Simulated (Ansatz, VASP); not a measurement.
**Two plane-wave programs on BaZnAsF**

The input INCAR:

```
  ALGO = Normal
  EDIFF = 1E-6
  ENCUT = 600
  GGA_COMPAT = False
  ISIF = 2
  ISMEAR = 0
  LASPH = True
  LCHARG = True
  LELF = True
  LREAL = False
  LVHAR = True
  LWAVE = False
  NBANDS = 44
  NELM = 120
  PREC = Accurate
  SIGMA = 0.01
```

KPOINTS

```
k-points
0
Gamma
  6 6 3
```

The input POSCAR:

```
BaZnAsF
1.0
    4.2992300000      0.0000000000      0.0000000000
    0.0000000000      4.2992300000      0.0000000000
    0.0000000000      0.0000000000      9.6216900000
Ba Zn As F
2 2 2 2
Direct
    0.0000000000      0.5000000000      0.8354900000
    0.5000000000      0.0000000000      0.1645100000
    0.5000000000      0.5000000000      0.5000000000
    0.0000000000      0.0000000000      0.5000000000
    0.0000000000      0.5000000000      0.3433900000
    0.5000000000      0.0000000000      0.6566100000
    0.5000000000      0.5000000000      0.0000000000
    0.0000000000      0.0000000000      0.0000000000
```

Input for Ansatz:

```yaml
crystal:
  lattice:
    - [4.29923, 0.0, 0.0]
    - [0.0, 4.29923, 0.0]
    - [0.0, 0.0, 9.62169]
  atoms:
    - { symbol: Ba, position: [0.0, 0.5, 0.83549] }
    - { symbol: Ba, position: [0.5, 0.0, 0.16451] }
    - { symbol: Zn, position: [0.5, 0.5, 0.5] }
    - { symbol: Zn, position: [0.0, 0.0, 0.5] }
    - { symbol: As, position: [0.0, 0.5, 0.34339] }
    - { symbol: As, position: [0.5, 0.0, 0.65661] }
    - { symbol: F, position: [0.5, 0.5, 0.0] }
    - { symbol: F, position: [0.0, 0.0, 0.0] }
basis:
  ecutwfc: 530.0
kpoints:
  mp_grid: { grid: [6, 6, 3], shift: [0.0, 0.0, 0.0] }
  band_path:
    path:
      - [0.0, 0.0, 0.0]
      - [0.0, 0.5, 0.0]
      - [0.5, 0.5, 0.0]
      - [0.0, 0.0, 0.0]
      - [0.0, 0.0, 0.5]
      - [0.0, 0.5, 0.5]
    npoints: 4
hamiltonian:
  xc: lda
scf:
  max_iter: 100
  n_extra_bands: 6
  occupations: { method: fixed }
output:
  write_density: true
  volumetric_format: cube
```

Alike in both runs: task single point; functional LDA; k mesh 6 × 6 × 3; no spin polarisation.

|  | VASP | Ansatz |
| --- | --- | --- |
| version | VASP 6.6.1 | Ansatz 0.2.0 |
| potentials or method | VASP PAW LDA potentials, release 64 (Ba_sv, Zn, As, F), cutoff 600 eV | plane waves, PAW |
| occupations | gaussian, width 0.01 eV | fixed |
| valence electrons in the cell | 68 | 88 |

|  | VASP | Ansatz | Ansatz less VASP |
| --- | --- | --- | --- |
| gap on the k mesh at the Fermi level (eV) | 0.11 | 0.10 | -0.008 |

LDA's correlation is that of Perdew and Zunger in VASP and of Perdew and Wang (1992) in Ansatz. VASP's potentials hold 68 valence electrons a cell and Ansatz's 88, so a difference there can come from the potentials and not from the codes.

Spin-orbit coupling is off throughout.
